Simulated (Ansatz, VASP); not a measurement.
# NbVS3: VASP beside Ansatz

```xyz
5
Lattice="4.8939 0.0000 0.0000 0.0000 4.8939 0.0000 0.0000 0.0000 4.7837" Properties=species:S:1:pos:R:3 pbc="T T T"
Nb    0.0000    0.0000    1.8725
V     2.4469    2.4469    6.6193
S     2.4469    0.0000    1.8519
S     0.0000    0.0000    4.2505
S     0.0000    2.4469    1.8519
```

Change from the starting cell: species swapped into the KAgCl3 type (P4mm, No. 99).

Alike in both runs: functional PBE; k mesh 4 × 4 × 4; occupations gaussian, width 0.1 eV; collinear spin.

Ansatz relaxed the structure, and its values are those at the end. VASP's run is a single point on that final structure, the one shown.

|  | VASP | Ansatz |
| --- | --- | --- |
| version | VASP 6.6.1 | Ansatz 0.2.0 |
| potentials or method | VASP PAW PBE potentials, release 64 (Nb_sv, V_sv, S), cutoff 520 eV | scalar-relativistic, plane waves, PAW |
| valence electrons in the cell | 44 | 44 |

|  | VASP | Ansatz | Ansatz less VASP |
| --- | --- | --- | --- |
| gap on the k mesh at the Fermi level (eV) | none | none | - |
| pressure (GPa) | 0.0 | 0.1 | +0.13 |
| rms of the force components (eV/Å) | 0.005 | 0.006 | +0.0006 |
| net moment per atom (μB) | 0.52 | 0.51 | -0.001 |
| size of the moment on the site where the two differ most (μB) | 2.41 | 2.21 | -0.196 |

Site moments also hang on the region over which each program counts them. A gap of «none» marks a metal or a gap that the smearing closes.
